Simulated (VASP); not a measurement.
Here is a VASP 6.6.1 calculation.

INCAR

```
PREC = Accurate ; ENCUT = 520
EDIFF = 1E-6 ; ISMEAR = 0
SIGMA = 0.013000000000000001 ; LREAL = F
LASPH = T ; NELM = 80
ALGO = Normal ; ISIF = 2
LWAVE = F ; LCHARG = T
GGA = PE ; LELF = T
LVHAR = T ; NBANDS = 26
```

The input KPOINTS:

```
Automatic mesh
0
Gamma
  11 11 11
```

File POSCAR:

```
NbAs
1.0
   -1.7258500000      1.7258500000      5.8400000000
    1.7258500000     -1.7258500000      5.8400000000
    1.7258500000      1.7258500000     -5.8400000000
Nb As
2 2
Direct
    0.5000000000      0.0000000000      0.5000000000
    0.7500000000      0.7500000000      0.0000000000
    0.9160000000      0.4160000000      0.5000000000
    0.1660000000      0.1660000000      0.0000000000
```

Potentials or basis: VASP PAW PBE potentials, release 64 (Nb_sv, As).

Command:

```bash
$ cat potpaw_PBE.64/Nb_sv/POTCAR potpaw_PBE.64/As/POTCAR > POTCAR
$ mpirun -np 1 vasp_std > vasp.out
```

(1) Predict the band gap on the k mesh.

(2) Estimate the largest force.

## Answers

(1) 0.02 eV (least direct gap 0.06 eV).

(2) 0.303 eV/Å.

Caveat: an odd mesh through Γ misses points on the zone boundary, where band edges can lie.
